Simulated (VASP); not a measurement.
# ZnAu (Pm-3m) in VASP: a series of runs

Runs on ZnAu. Level: PBE. Tasks: single point, relaxation of cell and atoms.

Program: VASP 6.6.1. These are calculated values, not measurements. Logs are shortened: lines on timing, memory, paths and dates and some standing lists are left out, and cuts for length are marked.

### Step 1. The cell of the first run

Symmetry: Pm-3m, No. 221, cubic system. The conventional cell has a = 3.187 Å, b = 3.187 Å, c = 3.187 Å, α = 90.00°, β = 90.00°, γ = 90.00°. Zn (site symmetry m-3m) has 8 Au at 2.76 Å and 6 Zn at 3.19 Å within 3.6 Å. Au (site symmetry m-3m) has 8 Zn at 2.76 Å and 6 Au at 3.19 Å within 3.6 Å.

### Step 2. Single point, PBE

INCAR reads:

```
  PREC = Accurate
  ENCUT = 520
  EDIFF = 1E-6
  ISMEAR = 0
  SIGMA = 0.1
  LREAL = F
  LASPH = T
  NELM = 100
  ALGO = Normal
  ISIF = 2
  LWAVE = F
  LCHARG = T
  GGA = PE
  LELF = T
  LVHAR = T
  NBANDS = 18
```

KPOINTS reads:

```
Automatic mesh
0
Gamma
  14 14 14
```

POSCAR reads:

```
ZnAu
1.0
    3.1866969159      0.0000000000      0.0000000000
    0.0000000000      3.1866969159      0.0000000000
    0.0000000000      0.0000000000      3.1866969159
Zn Au
1 1
Direct
    0.5000000000      0.5000000000      0.5000000000
    0.0000000000      0.0000000000      0.0000000000
```

Potentials or basis: VASP PAW PBE potentials, release 64 (Zn, Au).

Command:

```bash
$ cat potpaw_PBE.64/Zn/POTCAR potpaw_PBE.64/Au/POTCAR > POTCAR
$ mpirun -np 1 vasp_std > vasp.out
```

OUTCAR:

```text
PREC = Accurate
   ENCUT = 520
   EDIFF = 1E-6
   ISMEAR = 0
   LREAL = F
   LASPH = T
   NELM = 100
   ISIF = 2
   GGA = PE

 ion  position               nearest neighbor table
   1  0.500  0.500  0.500-   2 2.76   2 2.76   2 2.76   2 2.76   2 2.76   2 2.76   2 2.76   2 2.76

   2  0.000  0.000  0.000-   1 2.76   1 2.76   1 2.76   1 2.76   1 2.76   1 2.76   1 2.76   1 2.76

  LATTYP: Found a simple cubic cell.
 ALAT       =     3.1866969159

  Lattice vectors:

 A1 = (   3.1866969159,   0.0000000000,   0.0000000000)
 A2 = (   0.0000000000,   3.1866969159,   0.0000000000)
 A3 = (   0.0000000000,   0.0000000000,   3.1866969159)

Analysis of symmetry for initial positions (statically):
=====================================================================
 Subroutine PRICEL returns:
 Original cell was already a primitive cell.

 Routine SETGRP: Setting up the symmetry group for a
 simple cubic supercell.

 Subroutine GETGRP returns: Found 48 space group operations
 (whereof 48 operations were pure point group operations)
 out of a pool of 48 trial point group operations.

The static configuration has the point symmetry O_h .

Analysis of symmetry for dynamics (positions and initial velocities):
=====================================================================
 Subroutine PRICEL returns:
 Original cell was already a primitive cell.

 Routine SETGRP: Setting up the symmetry group for a
 simple cubic supercell.

 Subroutine GETGRP returns: Found 48 space group operations
 (whereof 48 operations were pure point group operations)
 out of a pool of 48 trial point group operations.

The dynamic configuration has the point symmetry O_h .

 Subroutine INISYM returns: Found 48 space group operations
 (whereof 48 operations are pure point group operations),
 and found     1 'primitive' translations

----------------------------------------------------------------------------------------

                                     Primitive cell

  volume of cell :      32.3610

  direct lattice vectors                    reciprocal lattice vectors
     3.186696916  0.000000000  0.000000000     0.313804553  0.000000000  0.000000000
     0.000000000  3.186696916  0.000000000     0.000000000  0.313804553  0.000000000
     0.000000000  0.000000000  3.186696916     0.000000000  0.000000000  0.313804553

  length of vectors
     3.186696916  3.186696916  3.186696916     0.313804553  0.313804553  0.313804553

  position of ions in fractional coordinates (direct lattice)
[... 8 lines left out ...]
----------------------------------------------------------------------------------------

 KPOINTS: Automatic mesh

Automatic generation of k-mesh.
 Grid dimensions read from file:
 generate k-points for:   14   14   14

 Generating k-lattice:

  Cartesian coordinates                     Fractional coordinates (reciprocal lattice)
     0.022414611  0.000000000  0.000000000     0.071428571  0.000000000  0.000000000
     0.000000000  0.022414611  0.000000000     0.000000000  0.071428571  0.000000000
     0.000000000  0.000000000  0.022414611     0.000000000  0.000000000  0.071428571

  Length of vectors
     0.022414611  0.022414611  0.022414611

  Shift w.r.t. Gamma in fractional coordinates (k-lattice)
     0.000000000  0.000000000  0.000000000

 Subroutine IBZKPT returns following result:
 ===========================================

 Found    120 irreducible k-points:

 Following reciprocal coordinates:
            Coordinates               Weight
  0.000000  0.000000  0.000000      1.000000
  0.071429  0.000000  0.000000      6.000000
  0.142857  0.000000  0.000000      6.000000
  0.214286  0.000000  0.000000      6.000000
  0.285714  0.000000  0.000000      6.000000
  0.357143  0.000000  0.000000      6.000000
[... 16 lines left out ...]
  0.285714  0.214286  0.000000     24.000000
  0.357143  0.214286  0.000000     24.000000
 [... further k-points ...]
   k-points           NKPTS =    120   k-points in BZ     NKDIM =    120   number of bands    NBANDS=     18
   number of dos      NEDOS =    301   number of ions     NIONS =      2
   total plane-waves  NPLWV =  13824
   dimension x,y,z NGX =    24 NGY =   24 NGZ =   24
   dimension x,y,z NGXF=    48 NGYF=   48 NGZF=   48
   ions per type =               1   1
   NGX,Y,Z   is equivalent  to a cutoff of  12.52, 12.52, 12.52 a.u.
   NGXF,Y,Z  is equivalent  to a cutoff of  25.04, 25.04, 25.04 a.u.
 SYSTEM =  unknown system
   PREC   = accura    normal or accurate (medium, high low for compatibility)
   ISTART =      0    job   : 0-new  1-cont  2-samecut
   ICHARG =      2    charge: 1-file 2-atom 10-const
   ISPIN  =      1    spin polarized calculation?
   LNONCOLLINEAR =      F non collinear calculations
   LSORBIT =      F    spin-orbit coupling
   LASPH  =      T    aspherical Exc in radial PAW
   ENCUT  =  520.0 eV  38.22 Ry    6.18 a.u.   5.93  5.93  5.93*2*pi/ulx,y,z
   NELM   =    100;   NELMIN=  2; NELMDL= -5     # of ELM steps
   EDIFF  = 0.1E-05   stopping-criterion for ELM
   LREAL  =      F    real-space projection
   EDIFFG = 0.1E-04   stopping-criterion for IOM
   NSW    =      0    number of steps for IOM
   IBRION =     -1    ionic relax: 0-MD 1-quasi-New 2-CG
   NFREE  =      0    steps in history (QN), initial steepest desc. (CG)
   ISIF   =      2    stress and relaxation
   ISYM   =      2    0-nonsym 1-usesym 2-fastsym
   POTIM  = 0.5000    time-step for ionic-motion
   TEBEG  =    0.0;   TEEND  =   0.0 temperature during run
   PSTRESS=    0.0 pullay stress
   NELECT =      23.0000    total number of electrons
   NUPDOWN=      -1.0000    fix difference up-down
   EMIN   =  10.00;   EMAX   =-10.00  energy-range for DOS
   EFERMI =   0.00;   METHOD = LEGACY
   ISMEAR =     0;   SIGMA  =   0.10  broadening in eV -4-tet -1-fermi 0-gaus
   EFERMI_NEDOS =   21; number of points for ismear=-14 and -15
   IALGO  =     38    algorithm
   IMIX   =      4    mixing-type and parameters
     AMIX     =   0.40;   BMIX     =  1.00
     AMIX_MAG =   1.60;   BMIX_MAG =  1.00
  volume/ion in A,a.u.               =      16.18       109.19
  Fermi-wavevector in a.u.,A,eV,Ry     =   1.460977  2.760846 29.041003  2.134454
  Thomas-Fermi vector in A             =   2.577363
   LORBIT       =      0    0 simple, 1 ext, 2 COOP (PROOUT), +10 PAW based schemes
   GGA     = PE    functional components
   LHFCALC =     F    Hartree Fock is set to
   AEXX    =    0.0000 exact exchange contribution
   IVDW    =     0    specifies the selected vdW correction
   LEPSILON=     F    determine dielectric tensor
   LRPA    =     F    only Hartree local field effects (RPA)
 non-spin polarized calculation
 Gauss-broadening in eV      SIGMA  =   0.10
  energy-cutoff  :      520.00
  volume of cell :       32.36
 maximum number of plane-waves:       912
 NGX is ok and might be reduce to    24
   NGX = 11   NGY = 11   NGZ = 11

 number of electron      23.0000040 magnetization

 Free energy of the ion-electron system (eV)
  ---------------------------------------------------
  ext. energy  EPLUGINS =         0.00000000
  ---------------------------------------------------
  free energy    TOTEN  =        -4.74704240 eV

  energy without entropy =       -4.74341879  energy(sigma->0) =       -4.74523059

 E-fermi :   6.6300     XC(G=0): -12.1645

 val. band max:        6.6135975332   @ k =   0.3571   0.2857   0.0714
 cond. band min:       6.6395871163   @ k =   0.3571   0.3571   0.0714
 fundamental gap:      0.0259895831
 Fermi energy:         6.6299934253

 k-point     1 :       0.0000    0.0000    0.0000
  band No.  band energies     occupation
      1      -3.6318      2.00000
      2      -1.3109      2.00000
      3      -1.3109      2.00000
      4      -0.7036      2.00000
      5      -0.7036      2.00000
      6      -0.7036      2.00000
[... 10 lines left out ...]
     17      18.5071      0.00000
     18      24.7975      0.00000

 k-point     2 :       0.0714    0.0000    0.0000
  band No.  band energies     occupation
      1      -3.5437      2.00000
      2      -1.2935      2.00000
      3      -1.2866      2.00000
      4      -0.7048      2.00000
      5      -0.7048      2.00000
      6      -0.6969      2.00000
[... 10 lines left out ...]
     17      18.9205      0.00000
     18      24.6851      0.00000

 k-point     3 :       0.1429    0.0000    0.0000
  band No.  band energies     occupation
      1      -3.2832      2.00000
      2      -1.2436      2.00000
      3      -1.2191      2.00000
      4      -0.7080      2.00000
      5      -0.7080      2.00000
      6      -0.6781      2.00000
[... 10 lines left out ...]
     17      20.1996      0.00000
     18      24.4721      0.00000

 k-point     4 :       0.2143    0.0000    0.0000
  band No.  band energies     occupation
      1      -2.8622      2.00000
      2      -1.1685      2.00000
      3      -1.1224      2.00000
      4      -0.7116      2.00000
      5      -0.7116      2.00000
      6      -0.6506      2.00000
[... 10 lines left out ...]
     17      22.0137      0.00000
     18      23.4098      0.00000

 k-point     5 :       0.2857    0.0000    0.0000
  band No.  band energies     occupation
      1      -2.3058      2.00000
      2      -1.0800      2.00000
      3      -1.0152      2.00000
      4      -0.7144      2.00000
      5      -0.7144      2.00000
      6      -0.6195      2.00000
[... 10 lines left out ...]
     17      21.7955      0.00000
     18      21.9607      0.00000

 k-point     6 :       0.3571    0.0000    0.0000
  band No.  band energies     occupation
      1      -1.6680      2.00000
      2      -0.9947      2.00000
      3      -0.9105      2.00000
      4      -0.7155      2.00000
      5      -0.7155      2.00000
      6      -0.5909      2.00000
[... 10 lines left out ...]
     17      20.3779      0.00000
     18      20.4443      0.00000

 k-point     7 :       0.4286    0.0000    0.0000
  band No.  band energies     occupation
      1      -1.1164      2.00000
      2      -0.9321      2.00000
      3      -0.7705      2.00000
      4      -0.7154      2.00000
      5      -0.7154      2.00000
      6      -0.5709      2.00000
[... 10 lines left out ...]
     17      18.9577      0.00000
     18      18.9578      0.00000

 k-point     8 :       0.5000    0.0000    0.0000
  band No.  band energies     occupation
      1      -0.9656      2.00000
      2      -0.9089      2.00000
      3      -0.7151      2.00000
      4      -0.7151      2.00000
      5      -0.5899      2.00000
      6      -0.5637      2.00000
[... 10 lines left out ...]
     17      17.5517      0.00000
     18      17.7825      0.00000
[... 229 lines left out ...]
     17      20.1779      0.00000
     18      20.5335      0.00000

 k-point    20 :       0.4286    0.1429    0.0000
  band No.  band energies     occupation
      1      -1.1867      2.00000
      2      -0.9888      2.00000
      3      -0.8361      2.00000
      4      -0.7746      2.00000
      5      -0.6524      2.00000
      6      -0.2116      2.00000
[... 10 lines left out ...]
     17      19.1408      0.00000
     18      20.4140      0.00000

 k-point    21 :       0.5000    0.1429    0.0000
  band No.  band energies     occupation
      1      -1.0539      2.00000
      2      -1.0121      2.00000
      3      -0.8274      2.00000
      4      -0.7686      2.00000
      5      -0.6619      2.00000
      6       0.0565      2.00000
[... 10 lines left out ...]
     17      18.1014      0.00000
     18      20.6597      0.00000

 k-point    22 :       0.2143    0.2143    0.0000
  band No.  band energies     occupation
      1      -2.2055      2.00000
      2      -1.0925      2.00000
      3      -0.9518      2.00000
      4      -0.8111      2.00000
      5      -0.6664      2.00000
      6      -0.6273      2.00000
[... 10 lines left out ...]
     17      22.0545      0.00000
     18      22.0707      0.00000

 k-point    23 :       0.2857    0.2143    0.0000
  band No.  band energies     occupation
      1      -1.8052      2.00000
      2      -1.0669      2.00000
      3      -0.8517      2.00000
      4      -0.8359      2.00000
      5      -0.6514      2.00000
      6      -0.5547      2.00000
[... 10 lines left out ...]
     17      21.6098      0.00000
     18      21.8650      0.00000

 k-point    24 :       0.3571    0.2143    0.0000
  band No.  band energies     occupation
      1      -1.4700      2.00000
      2      -1.0591      2.00000
      3      -0.8441      2.00000
      4      -0.7750      2.00000
      5      -0.6904      2.00000
      6      -0.2824      2.00000
[... 10 lines left out ...]
     17      20.6127      0.00000
     18      21.0703      0.00000

 [... further k-points ...]
[... 5 lines left out ...]
  --------------------------------------------------------------------------------------
  -------------------------------------------------------------------------------------
  Total        0.0067908      0.0067908      0.0067908     -0.0000000     -0.0000000      0.0000000
  in kB        0.3362075      0.3362075      0.3362075     -0.0000000     -0.0000000      0.0000000
  external PRESSURE =       0.3362075 kB  Pullay stress =       0.0000000 kB

 VOLUME and BASIS-vectors are now :
 -----------------------------------------------------------------------------
  energy-cutoff  :      520.00
  volume of cell :       32.36
      direct lattice vectors                 reciprocal lattice vectors
     3.186696916  0.000000000  0.000000000     0.313804553  0.000000000  0.000000000
     0.000000000  3.186696916  0.000000000     0.000000000  0.313804553  0.000000000
     0.000000000  0.000000000  3.186696916     0.000000000  0.000000000  0.313804553

 POSITION                                       TOTAL-FORCE (eV/Angst)
 -----------------------------------------------------------------------------------
      1.59335      1.59335      1.59335         0.000000      0.000000      0.000000
      0.00000      0.00000      0.00000         0.000000      0.000000      0.000000
 -----------------------------------------------------------------------------------
    total drift:                                0.000000      0.000000     -0.000000

  FREE ENERGIE OF THE ION-ELECTRON SYSTEM (eV)
  ---------------------------------------------------
  free  energy   TOTEN  =        -4.7470424019 eV

  energy  without entropy=       -4.7434187856  energy(sigma->0) =       -4.74523059
```

It took 21 s on 1 thread of AMD EPYC 9R45 (Zen 5), shared host; peak memory 0.17 GiB.

What came out:

- Free energy: -4.7470 eV
- Pressure: 0.0 GPa

Levels at points of the mesh, in eV from the Fermi level:
```
           k point  band 9  band 10  band 11  band 12  band 13  band 14  band 15  band 16
(0.00, 0.00, 0.00)   -3.67    -3.67    -3.67     4.95     4.95     4.95     8.40    11.88
(0.50, 0.00, 0.00)   -4.76    -4.76    -3.81    -2.36    10.36    10.89    10.89    10.92
(0.50, 0.50, 0.00)   -4.01    -3.12    -1.81    -1.81     0.72     2.29    10.21    12.55
(0.50, 0.50, 0.50)   -3.07    -3.07     1.31     3.37     3.73     3.73     3.73     5.72
```

Caveat: spin-orbit coupling is left out, which moves the levels of the heavy elements.

### Step 3. Relaxation of cell and atoms, PBE

This run uses another cell than the first one, of 15.58 Å³/atom, 0.963 times its volume.

INCAR reads:

```
SYSTEM = ZnAu
ALGO = Normal
EDIFF = 1E-6
EDIFFG = -0.005
ENCUT = 600
GGA = PE
IBRION = 2
ISIF = 3
ISMEAR = 0
LASPH = .TRUE.
LCHARG = .FALSE.
LREAL = .FALSE.
LWAVE = .FALSE.
NELM = 100
NSW = 100
PREC = Accurate
SIGMA = 0.1
```

KPOINTS reads:

```
k-points
0
G
  14 14 14
  0 0 0
```

POSCAR reads:

```
ZnAu
1.0
    3.1470000000      0.0000000000      0.0000000000
    0.0000000000      3.1470000000      0.0000000000
    0.0000000000      0.0000000000      3.1470000000
Zn Au
1 1
Direct
    0.5000000000      0.5000000000      0.5000000000
    0.0000000000      0.0000000000      0.0000000000
```

Potentials or basis: VASP PAW PBE potentials, release 64 (Zn, Au).

Command:

```bash
$ cat potpaw_PBE.64/Zn/POTCAR potpaw_PBE.64/Au/POTCAR > POTCAR
$ mpirun -np 1 vasp_std > vasp.out
```

It took 1.9 min on 1 thread of AMD EPYC 9R45 (Zen 5), shared host; peak memory 0.2 GiB.

The run converged. Its results:

```yaml
Free_energy: -4.7463 eV
Relaxed_volume: 16.19 Å³/atom
Relaxed_cell: a = 3.188 Å, b = 3.188 Å, c = 3.188 Å, α = 90.00°, β = 90.00°, γ = 90.00°
Space_group_after_relaxing_to_0.05_Å: Pm-3m (No. 221)
Energy_gained_by_relaxing: 9.1 meV/atom
Ionic_steps: 5
Pressure_after_relaxing: 0.0 GPa
```

The path:
| step | energy change (eV) | largest force (eV/Å) | pressure (GPa) | volume (Å³) |
| --- | --- | --- | --- | --- |
| 1 | 0.0000 | 0.0000 | 4.92 | 31.17 |
| 2 | -0.0081 | 0.0000 | -3.17 | 33.38 |
| 3 | -0.0182 | 0.0000 | 0.10 | 32.40 |
| 4 | -0.0182 | 0.0000 | -0.09 | 32.43 |
| 5 | -0.0182 | 0.0000 | 0.01 | 32.39 |

Final structure:
```yaml
crystal:
  lattice:
    - [3.18755, 0.00000, 0.00000]
    - [0.00000, 3.18755, 0.00000]
    - [0.00000, 0.00000, 3.18755]
  atoms:
    - { symbol: Zn, position: [0.50000, 0.50000, 0.50000] }
    - { symbol: Au, position: [0.00000, 0.00000, 0.00000] }
```

Levels at points of the mesh, in eV from the Fermi level:
| k point | band 9 | band 10 | band 11 | band 12 | band 13 | band 14 | band 15 |
| --- | --- | --- | --- | --- | --- | --- | --- |
| (0.00, 0.00, 0.00) | -3.67 | -3.67 | -3.67 | 4.95 | 4.95 | 4.95 | 8.39 |
| (0.50, 0.00, 0.00) | -4.76 | -4.76 | -3.81 | -2.36 | 10.36 | 10.89 | 10.89 |
| (0.50, 0.50, 0.00) | -4.01 | -3.12 | -1.81 | -1.81 | 0.72 | 2.28 | 10.21 |
| (0.50, 0.50, 0.50) | -3.07 | -3.07 | 1.30 | 3.36 | 3.73 | 3.73 | 3.73 |

Caveat: spin-orbit coupling is left out, which moves the levels of the heavy elements.

[end of part 1 of 3]
